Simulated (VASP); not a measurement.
# Ir (Fm-3m) in VASP: notebook

Ir is run at these levels: LDA; tasks: single point, relaxation of cell and atoms.

Program: VASP 6.6.1. These are calculated values, not measurements. Logs are shortened: lines on timing, memory, paths and dates and some standing lists are left out, and cuts for length are marked.

**1. The cell of the first run**

Symmetry: Fm-3m, No. 225, cubic system. Conventional cell: a = 3.854 Å, b = 3.854 Å, c = 3.854 Å, α = 90.00°, β = 90.00°, γ = 90.00°. Ir (site symmetry m-3m) has 12 Ir at 2.73 Å within 3.6 Å.

**2. Single point, LDA**

Contents of INCAR:

```
  PREC = Accurate
  ENCUT = 520
  EDIFF = 1E-6
  ISMEAR = 0
  SIGMA = 0.1
  LREAL = False
  LASPH = True
  NELM = 80
  ALGO = Normal
  ISIF = 2
  LWAVE = False
  LCHARG = False
  NBANDS = 10
```

Contents of KPOINTS:

```
Automatic mesh
0
Gamma
  8 8 8
```

Contents of POSCAR:

```
Ir
1.0
    0.0000000000      1.9269646700      1.9269646700
    1.9269646700      0.0000000000      1.9269646700
    1.9269646700      1.9269646700      0.0000000000
Ir
1
Direct
    0.0000000000      0.0000000000      0.0000000000
```

Potentials or basis: VASP PAW LDA potentials, release 64 (Ir).

The run is started by

```sh
cat potpaw_LDA.64/Ir/POTCAR > POTCAR
mpirun -np 1 vasp_std > vasp.out
```

OUTCAR:

```text
PREC = Accurate
   ENCUT = 520
   EDIFF = 1E-6
   ISMEAR = 0
   LREAL = False
   LASPH = True
   NELM = 80
   ISIF = 2

 ion  position               nearest neighbor table
   1  0.000  0.000  0.000-

  LATTYP: Found a face centered cubic cell.
 ALAT       =     3.8539293400

  Lattice vectors:

 A1 = (   0.0000000000,   1.9269646700,   1.9269646700)
 A2 = (   1.9269646700,   0.0000000000,   1.9269646700)
 A3 = (   1.9269646700,   1.9269646700,   0.0000000000)

Analysis of symmetry for initial positions (statically):
=====================================================================
 Subroutine PRICEL returns:
 Original cell was already a primitive cell.

 Routine SETGRP: Setting up the symmetry group for a
 face centered cubic supercell.

 Subroutine GETGRP returns: Found 48 space group operations
 (whereof 48 operations were pure point group operations)
 out of a pool of 48 trial point group operations.

The static configuration has the point symmetry O_h .

Analysis of symmetry for dynamics (positions and initial velocities):
=====================================================================
 Subroutine PRICEL returns:
 Original cell was already a primitive cell.

 Routine SETGRP: Setting up the symmetry group for a
 face centered cubic supercell.

 Subroutine GETGRP returns: Found 48 space group operations
 (whereof 48 operations were pure point group operations)
 out of a pool of 48 trial point group operations.

The dynamic configuration has the point symmetry O_h .

 Subroutine INISYM returns: Found 48 space group operations
 (whereof 48 operations are pure point group operations),
 and found     1 'primitive' translations

----------------------------------------------------------------------------------------

                                     Primitive cell

  volume of cell :      14.3104

  direct lattice vectors                    reciprocal lattice vectors
     0.000000000  1.926964670  1.926964670    -0.259475437  0.259475437  0.259475437
     1.926964670  0.000000000  1.926964670     0.259475437 -0.259475437  0.259475437
     1.926964670  1.926964670  0.000000000     0.259475437  0.259475437 -0.259475437

  length of vectors
     2.725139571  2.725139571  2.725139571     0.449424640  0.449424640  0.449424640

  position of ions in fractional coordinates (direct lattice)
     0.000000000  0.000000000  0.000000000

  ion indices of the primitive-cell ions
   primitive index   ion index
                 1           1

----------------------------------------------------------------------------------------

 KPOINTS: Automatic mesh

Automatic generation of k-mesh.
 Grid dimensions read from file:
 generate k-points for:    8    8    8

 Generating k-lattice:

  Cartesian coordinates                     Fractional coordinates (reciprocal lattice)
    -0.032434430  0.032434430  0.032434430     0.125000000  0.000000000  0.000000000
     0.032434430 -0.032434430  0.032434430     0.000000000  0.125000000  0.000000000
     0.032434430  0.032434430 -0.032434430     0.000000000  0.000000000  0.125000000

  Length of vectors
     0.056178080  0.056178080  0.056178080

  Shift w.r.t. Gamma in fractional coordinates (k-lattice)
     0.000000000  0.000000000  0.000000000

 Subroutine IBZKPT returns following result:
 ===========================================

 Found     29 irreducible k-points:

 Following reciprocal coordinates:
            Coordinates               Weight
  0.000000  0.000000  0.000000      1.000000
  0.125000  0.000000  0.000000      8.000000
  0.250000  0.000000  0.000000      8.000000
  0.375000  0.000000  0.000000      8.000000
  0.500000  0.000000  0.000000      4.000000
  0.125000  0.125000  0.000000      6.000000
[... 16 lines left out ...]
  0.500000  0.250000  0.125000     48.000000
 -0.375000  0.250000  0.125000     24.000000
 [... further k-points ...]
   k-points           NKPTS =     29   k-points in BZ     NKDIM =     29   number of bands    NBANDS=     10
   number of dos      NEDOS =    301   number of ions     NIONS =      1
   total plane-waves  NPLWV =   8000
   dimension x,y,z NGX =    20 NGY =   20 NGZ =   20
   dimension x,y,z NGXF=    40 NGYF=   40 NGZF=   40
   ions per type =               1
   NGX,Y,Z   is equivalent  to a cutoff of  12.20, 12.20, 12.20 a.u.
   NGXF,Y,Z  is equivalent  to a cutoff of  24.40, 24.40, 24.40 a.u.
 SYSTEM =  unknown system
   PREC   = accura    normal or accurate (medium, high low for compatibility)
   ISTART =      0    job   : 0-new  1-cont  2-samecut
   ICHARG =      2    charge: 1-file 2-atom 10-const
   ISPIN  =      1    spin polarized calculation?
   LNONCOLLINEAR =      F non collinear calculations
   LSORBIT =      F    spin-orbit coupling
   LASPH  =      T    aspherical Exc in radial PAW
   ENCUT  =  520.0 eV  38.22 Ry    6.18 a.u.   5.07  5.07  5.07*2*pi/ulx,y,z
   NELM   =     80;   NELMIN=  2; NELMDL= -5     # of ELM steps
   EDIFF  = 0.1E-05   stopping-criterion for ELM
   LREAL  =      F    real-space projection
   EDIFFG = 0.1E-04   stopping-criterion for IOM
   NSW    =      0    number of steps for IOM
   IBRION =     -1    ionic relax: 0-MD 1-quasi-New 2-CG
   NFREE  =      0    steps in history (QN), initial steepest desc. (CG)
   ISIF   =      2    stress and relaxation
   ISYM   =      2    0-nonsym 1-usesym 2-fastsym
   POTIM  = 0.5000    time-step for ionic-motion
   TEBEG  =    0.0;   TEEND  =   0.0 temperature during run
   PSTRESS=    0.0 pullay stress
   NELECT =       9.0000    total number of electrons
   NUPDOWN=      -1.0000    fix difference up-down
   EMIN   =  10.00;   EMAX   =-10.00  energy-range for DOS
   EFERMI =   0.00;   METHOD = LEGACY
   ISMEAR =     0;   SIGMA  =   0.10  broadening in eV -4-tet -1-fermi 0-gaus
   EFERMI_NEDOS =   21; number of points for ismear=-14 and -15
   IALGO  =     38    algorithm
   IMIX   =      4    mixing-type and parameters
     AMIX     =   0.40;   BMIX     =  1.00
     AMIX_MAG =   1.60;   BMIX_MAG =  1.00
  volume/ion in A,a.u.               =      14.31        96.57
  Fermi-wavevector in a.u.,A,eV,Ry     =   1.402615  2.650559 26.767147  1.967330
  Thomas-Fermi vector in A             =   2.525359
   LORBIT       =      0    0 simple, 1 ext, 2 COOP (PROOUT), +10 PAW based schemes
   GGA     = CA    functional components
   LHFCALC =     F    Hartree Fock is set to
   AEXX    =    0.0000 exact exchange contribution
   IVDW    =     0    specifies the selected vdW correction
   LEPSILON=     F    determine dielectric tensor
   LRPA    =     F    only Hartree local field effects (RPA)
 non-spin polarized calculation
 Gauss-broadening in eV      SIGMA  =   0.10
  energy-cutoff  :      520.00
  volume of cell :       14.31
 maximum number of plane-waves:       396
   NGX = 11   NGY = 11   NGZ = 11

 number of electron       9.0000000 magnetization

 Free energy of the ion-electron system (eV)
  ---------------------------------------------------
  ext. energy  EPLUGINS =         0.00000000
  ---------------------------------------------------
  free energy    TOTEN  =       -10.24047334 eV

  energy without entropy =      -10.23122461  energy(sigma->0) =      -10.23584898

 E-fermi :  10.1556     XC(G=0): -14.0730

 val. band max:       10.1102771575   @ k =  -0.3750   0.1250   0.0000
 cond. band min:      10.1694790516   @ k =  -0.3750   0.2500   0.0000
 fundamental gap:      0.0592018941
 Fermi energy:        10.1556027355

 k-point     1 :       0.0000    0.0000    0.0000
  band No.  band energies     occupation
      1      -0.8753      2.00000
      2       6.2562      2.00000
      3       6.2562      2.00000
      4       6.2562      2.00000
      5       8.9518      2.00000
      6       8.9518      2.00000
      7      24.4624      0.00000
      8      29.9533      0.00000
      9      29.9533      0.00000
     10      29.9533      0.00000

 k-point     2 :       0.1250    0.0000    0.0000
  band No.  band energies     occupation
      1      -0.2104      2.00000
      2       5.9448      2.00000
      3       6.5178      2.00000
      4       6.5178      2.00000
      5       8.8112      2.00000
      6       8.8112      2.00000
      7      25.5479      0.00000
      8      27.4023      0.00000
      9      31.0500      0.00000
     10      31.0500      0.00000

 k-point     3 :       0.2500    0.0000    0.0000
  band No.  band energies     occupation
      1       1.3097      2.00000
      2       5.7700      2.00000
      3       6.7068      2.00000
      4       6.7068      2.00000
      5       9.1206      2.00000
      6       9.1206      2.00000
      7      23.8687      0.00000
      8      26.8428      0.00000
      9      33.6735      0.00000
     10      33.6738      0.00000

 k-point     4 :       0.3750    0.0000    0.0000
  band No.  band energies     occupation
      1       2.0854      2.00000
      2       6.3709      2.00000
      3       6.3709      2.00000
      4       7.4840      2.00000
      5      10.3063      0.03311
      6      10.3063      0.03311
      7      19.9406      0.00000
      8      24.9128      0.00000
      9      31.3933      0.00000
     10      31.3933      0.00000
[... 222 lines left out ...]
 k-point    22 :       0.3750    0.2500    0.1250
  band No.  band energies     occupation
      1       2.6980      2.00000
      2       4.6417      2.00000
      3       6.2032      2.00000
      4       8.2484      2.00000
      5       8.3470      2.00000
      6      10.8903      0.00000
      7      24.3560      0.00000
      8      26.9940      0.00000
      9      28.6299      0.00000
     10      30.6693      0.00000

 k-point    23 :       0.5000    0.2500    0.1250
  band No.  band energies     occupation
      1       3.5511      2.00000
      2       5.2062      2.00000
      3       5.5723      2.00000
      4       7.8873      2.00000
      5       9.9541      1.99563
      6      12.9394      0.00000
      7      20.2671      0.00000
      8      25.4893      0.00000
      9      26.8796      0.00000
     10      31.4375      0.00000

 k-point    24 :      -0.3750    0.2500    0.1250
  band No.  band energies     occupation
      1       3.5692      2.00000
      2       4.9710      2.00000
      3       6.5564      2.00000
      4       7.5762      2.00000
      5      10.6691      0.00000
      6      15.2573      0.00000
      7      16.6756      0.00000
      8      25.8215      0.00000
      9      25.8775      0.00000
     10      29.8082      0.00000

 [... further k-points ...]
[... 5 lines left out ...]
  --------------------------------------------------------------------------------------
  -------------------------------------------------------------------------------------
  Total       -0.7943081     -0.7943081     -0.7943081     -0.0000000     -0.0000000      0.0000000
  in kB      -88.9300102    -88.9300102    -88.9300102     -0.0000000     -0.0000000      0.0000000
  external PRESSURE =     -88.9300102 kB  Pullay stress =       0.0000000 kB

 VOLUME and BASIS-vectors are now :
 -----------------------------------------------------------------------------
  energy-cutoff  :      520.00
  volume of cell :       14.31
      direct lattice vectors                 reciprocal lattice vectors
     0.000000000  1.926964670  1.926964670    -0.259475437  0.259475437  0.259475437
     1.926964670  0.000000000  1.926964670     0.259475437 -0.259475437  0.259475437
     1.926964670  1.926964670  0.000000000     0.259475437  0.259475437 -0.259475437

 POSITION                                       TOTAL-FORCE (eV/Angst)
 -----------------------------------------------------------------------------------
      0.00000      0.00000      0.00000         0.000000     -0.000000      0.000000
 -----------------------------------------------------------------------------------
    total drift:                                0.000000      0.000000      0.000000

  FREE ENERGIE OF THE ION-ELECTRON SYSTEM (eV)
  ---------------------------------------------------
  free  energy   TOTEN  =       -10.2404733443 eV

  energy  without entropy=      -10.2312246068  energy(sigma->0) =      -10.23584898
```

Run time: 4.2 s. Hardware: 1 thread of Intel Xeon Platinum 8488C (Sapphire Rapids), shared host; peak memory 0.12 GiB.

What came out:

| Item | Value |
| --- | --- |
| Free energy | -10.2405 eV |
| Pressure | -8.9 GPa |

Levels at points of the mesh, in eV from the Fermi level:
```csv
k point,band 2,band 3,band 4,band 5,band 6,band 7
"(0.00, 0.00, 0.00)",-3.90,-3.90,-3.90,-1.20,-1.20,14.31
"(0.50, 0.00, 0.00)",-3.98,-3.98,-0.73,0.84,0.84,7.10
"(0.50, 0.50, 0.00)",-7.29,0.83,1.39,1.39,1.69,10.32
```

Caveat: spin-orbit coupling is left out, which moves the levels of the heavy elements.

**3. Single point, LDA**

This run uses another cell than the first one, of 13.89 Å³/atom, 0.971 times its volume.

INCAR is that of step 2.

KPOINTS is that of step 2.

Contents of POSCAR:

```
Ir
1.0
    0.0000000000      1.9078981112      1.9078981112
    1.9078981112      0.0000000000      1.9078981112
    1.9078981112      1.9078981112      0.0000000000
Ir
1
Direct
    0.0000000000      0.0000000000      0.0000000000
```

Potentials or basis: VASP PAW LDA potentials, release 64 (Ir).

The run is started by

```sh
cat potpaw_LDA.64/Ir/POTCAR > POTCAR
mpirun -np 1 vasp_std > vasp.out
```

Run time: 3.5 s. Hardware: 1 thread of Intel Xeon Platinum 8488C (Sapphire Rapids), shared host; peak memory 0.12 GiB.

The run converged. Its results:

```yaml
Free_energy: -10.2490 eV
Pressure: 2.6 GPa
```

Levels at points of the mesh, in eV from the Fermi level:
```csv
k point,band 2,band 3,band 4,band 5,band 6,band 7
"(0.00, 0.00, 0.00)",-4.08,-4.08,-4.08,-1.26,-1.26,14.24
"(0.50, 0.00, 0.00)",-4.17,-4.17,-0.81,0.88,0.88,7.40
"(0.50, 0.50, 0.00)",-7.63,0.88,1.47,1.47,1.68,10.73
```

Caveat: spin-orbit coupling is left out, which moves the levels of the heavy elements.

**4. Relaxation of cell and atoms, LDA**

Contents of INCAR:

```
PREC     = Accurate       # precision mode
ENCUT    = 600            # plane-wave cutoff, eV
EDIFF    = 1E-6           # SCF threshold, eV
ISMEAR   = 0              # smearing method
SIGMA    = 0.1            # smearing width, eV
LREAL    = False          # projectors in reciprocal space
LASPH    = True           # aspherical terms in the spheres
NELM     = 100            # most SCF steps
ALGO     = Fast           # electronic algorithm
ISIF     = 3              # what is computed and relaxed
LWAVE    = False          # write WAVECAR
LCHARG   = False          # write CHGCAR
IBRION   = 2              # ionic algorithm
NSW      = 100            # ionic steps
EDIFFG   = -0.05          # ionic threshold
```

KPOINTS is that of step 3.

Contents of POSCAR:

```
Ir
1.0
    0.0000000000      1.9269646700      1.9269646700
    1.9269646700      0.0000000000      1.9269646700
    1.9269646700      1.9269646700      0.0000000000
Ir
1
Direct
    0.0000000000      0.0000000000      0.0000000000
```

The run is started by

```sh
cat potpaw_LDA.64/Ir/POTCAR > POTCAR
mpirun -np 1 vasp_std > vasp.out
```

Run time: 16 s. Hardware: 1 thread of Intel Xeon Platinum 8488C (Sapphire Rapids), shared host; peak memory 0.15 GiB.

Results (log left out):

| Quantity | Value |
| --- | --- |
| Free energy | -10.2499 eV |
| Relaxed volume | 13.99 Å³/atom |
| Relaxed cell | a = 2.705 Å, b = 2.705 Å, c = 2.705 Å, α = 60.00°, β = 60.00°, γ = 60.00° |
| Space group after relaxing (to 0.05 Å) | Fm-3m (No. 225) |
| Energy gained by relaxing | 9.3 meV/atom |
| Ionic steps | 3 |
| Pressure after relaxing | -0.4 GPa |

Step by step:
| step | energy change (eV) | largest force (eV/Å) | pressure (GPa) | volume (Å³) |
| --- | --- | --- | --- | --- |
| 1 | 0.0000 | 0.0000 | -8.68 | 14.31 |
| 2 | 0.1496 | 0.0000 | 45.89 | 12.76 |
| 3 | -0.0093 | 0.0000 | -0.40 | 13.99 |

Final structure:
```
Ir
1.0
     0.00000    1.91268    1.91268
     1.91268    0.00000    1.91268
     1.91268    1.91268    0.00000
Ir
1
Direct
  0.00000 0.00000 0.00000
```

Levels at points of the mesh, in eV from the Fermi level:
```csv
k point,band 2,band 3,band 4,band 5,band 6,band 7
"(0.00, 0.00, 0.00)",-4.04,-4.04,-4.04,-1.24,-1.24,14.26
"(0.50, 0.00, 0.00)",-4.12,-4.12,-0.79,0.87,0.87,7.32
"(0.50, 0.50, 0.00)",-7.54,0.87,1.45,1.45,1.68,10.62
```

Caveat: spin-orbit coupling is left out, which moves the levels of the heavy elements.

**5. Single point, LDA**

This run uses another cell than the first one, of 13.84 Å³/atom, 0.967 times its volume.

Contents of INCAR:

```
PREC = Accurate
ENCUT = 520
EDIFF = 1E-7
ISMEAR = 0
SIGMA = 0.1
LREAL = F
LASPH = T
NELM = 60
ALGO = Normal
ISIF = 2
LWAVE = F
LCHARG = F
NBANDS = 10
```

Contents of KPOINTS:

```
regular mesh
0
Gamma
  18 18 18
```

Contents of POSCAR:

```
Ir
1.0
    0.0000000000      1.9054680003      1.9054680003
    1.9054680003      0.0000000000      1.9054680003
    1.9054680003      1.9054680003      0.0000000000
Ir
1
Direct
    0.0000000000      0.0000000000      0.0000000000
```

The run is started by

```sh
cat potpaw_LDA.64/Ir/POTCAR > POTCAR
mpirun -np 1 vasp_std > vasp.out
```

Wall time 19 s (1 thread of Intel Xeon Platinum 8488C (Sapphire Rapids), shared host); peak memory 0.15 GiB.

Results (log left out):

| Quantity | Value |
| --- | --- |
| Free energy | -10.3285 eV |
| Pressure | 2.6 GPa |

Levels at points of the mesh, in eV from the Fermi level:
```tsv
k point	band 1	band 2	band 3	band 4	band 5	band 6	band 7	band 8
(0.00, 0.00, 0.00)	-11.38	-4.09	-4.09	-4.09	-1.26	-1.26	14.26	19.93
(0.50, 0.00, 0.00)	-8.39	-4.18	-4.18	-0.81	0.90	0.90	7.46	13.81
(0.50, 0.50, 0.00)	-8.21	-7.65	0.89	1.50	1.50	1.70	10.79	11.77
```

Caveat: spin-orbit coupling is left out, which moves the levels of the heavy elements.

**6. Single point, LDA**

This run uses another cell than the first one, of 13.86 Å³/atom, 0.968 times its volume.

Contents of INCAR:

```
SYSTEM = Ir
  ALGO = Normal
  EDIFF = 1E-6
  ENCUT = 520
  ISIF = 2
  ISMEAR = -1
  LASPH = .True.
  LCHARG = .False.
  LREAL = .False.
  LWAVE = .False.
  NBANDS = 10
  NELM = 80
  PREC = Accurate
  SIGMA = 0.15
```

Contents of KPOINTS:

```
k-points
0
Gamma
  18 18 18
  0 0 0
```

Contents of POSCAR:

```
Ir
1.0
    0.0000000000      1.9064313894      1.9064313894
    1.9064313894      0.0000000000      1.9064313894
    1.9064313894      1.9064313894      0.0000000000
Ir
1
Direct
    0.0000000000      0.0000000000      0.0000000000
```

Potentials or basis: VASP PAW LDA potentials, release 64 (Ir).

The run is started by

```sh
cat potpaw_LDA.64/Ir/POTCAR > POTCAR
mpirun -np 1 vasp_std > vasp.out
```

Wall time 22 s (1 thread of Intel Xeon Platinum 8488C (Sapphire Rapids), shared host); peak memory 0.14 GiB.

It converged, with:

| Item | Value |
| --- | --- |
| Free energy | -10.3597 eV |
| Pressure | 2.6 GPa |

Levels at points of the mesh, in eV from the Fermi level:
```csv
k point,band 2,band 3,band 4,band 5,band 6,band 7
"(0.00, 0.00, 0.00)",-4.03,-4.03,-4.03,-1.21,-1.21,14.31
"(0.50, 0.00, 0.00)",-4.12,-4.12,-0.76,0.95,0.95,7.49
"(0.50, 0.50, 0.00)",-7.58,0.94,1.54,1.54,1.75,10.82
```

Caveat: spin-orbit coupling is left out, which moves the levels of the heavy elements.

**7. Summary**

| task | cell | k mesh | cutoff (eV) | smearing | gap on the mesh (eV) | pressure (GPa) |
| --- | --- | --- | --- | --- | --- | --- |
| single point | a = 2.725 Å, angles 60.0°, 1 atom | 8 × 8 × 8 | 520 | gaussian 0.1 eV | none | -8.9 |
| single point | a = 2.698 Å, angles 60.0°, 1 atom | 8 × 8 × 8 | 520 | gaussian 0.1 eV | none | 2.6 |
| relaxation of cell and atoms | relaxed from a = 2.725 Å, angles 60.0°, 1 atom | 8 × 8 × 8 | 600 | gaussian 0.1 eV | none | -0.4 |
| single point | a = 2.695 Å, angles 60.0°, 1 atom | 18 × 18 × 18 | 520 | gaussian 0.1 eV | none | 2.6 |
| single point | a = 2.696 Å, angles 60.0°, 1 atom | 18 × 18 × 18 | 520 | fermi-dirac 0.15 eV | none | 2.6 |

Alike in all rows: level LDA; potentials or basis VASP PAW LDA potentials, release 64 (Ir); no spin polarisation.

Caveats: spin-orbit coupling is left out, which moves the levels of the heavy elements.

Total energies depend on the potentials used, so only differences within one code and one set of settings carry meaning.
